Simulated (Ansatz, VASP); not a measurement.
LaZn in VASP and in Ansatz

```
La Zn
1.0
     3.75000   -0.03750   -0.03750
    -0.03750    3.75000   -0.03750
    -0.03750   -0.03750    3.75000
La Zn
1 1
Direct
  0.50000 0.50000 0.50000
  0.00000 0.00000 0.00000
```

Change from the starting cell: equal xy, yz and zx shear strains of -2 %, crystal datasets.

Alike in both runs: task electric field gradients; functional LDA; k mesh 9 × 9 × 9; occupations fermi-dirac, width 0.05 eV; no spin polarisation.

```csv
,VASP,Ansatz
version,VASP 6.6.1,Ansatz 0.2.0
potentials or method,"VASP PAW LDA potentials, release 64 (La, Zn), cutoff 520 eV","all-electron PAW with datasets made for the crystal, scalar-relativistic"
```

|  | VASP | Ansatz | Ansatz less VASP |
| --- | --- | --- | --- |
| pressure (GPa) | -3.9 | -4.0 | -0.03 |
| traceless stress, the component that is largest in VASP (GPa) | 0.63 | 0.62 | -0.008 |
| size of Vzz on the site where it differs most (V/Å²) | 5.8 | 7.5 | +1.72 |

LDA's correlation is that of Perdew and Zunger in VASP and of Perdew and Wang (1992) in Ansatz. Ansatz ran all-electron here, and VASP with PAW potentials.

Neither program's run includes spin-orbit coupling.
